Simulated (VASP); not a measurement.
Ni2H, 3 atoms in the cell. The typed cell holds 3 atoms: a = 2.643 Å, b = 2.643 Å, c = 4.308 Å, α = 90.00°, β = 90.00°, γ = 120.00°. 

```yaml
Program: VASP 6.6.1
Task: single point
Functional: r2SCAN
Potentials_or_basis: VASP PAW PBE potentials, release 64 (Ni, H)
Cutoff: 520 eV
k_mesh: 11 × 11 × 6
Occupations: fermi-dirac, width 0.1 eV
Spin: no spin polarisation
Dipole_correction: no
Further_INCAR_settings: ALGO = Normal; EDIFF = 1e-06; NBANDS = 18
```

Potentials or basis: VASP PAW PBE potentials, release 64 (Ni, H).

Command:

```console
$ cat potpaw_PBE.64/Ni/POTCAR potpaw_PBE.64/H/POTCAR > POTCAR
$ cp INCAR.step1 INCAR
$ mpirun -np 1 vasp_std > vasp.out
$ cp INCAR.step2 INCAR
$ mpirun -np 1 vasp_std > vasp.out
```

Hardware: 1 thread of Intel(R) Xeon(R) Platinum 8259CL CPU @ 2.50GHz (Skylake/Cascade Lake), with other jobs on the host.

Question: Estimate the wall time of this run.

Answer: Wall time 2.3 min on 1 thread of Intel(R) Xeon(R) Platinum 8259CL CPU @ 2.50GHz (Skylake/Cascade Lake), on a shared host, peak memory 0.16 GiB. Counts: k points 84.
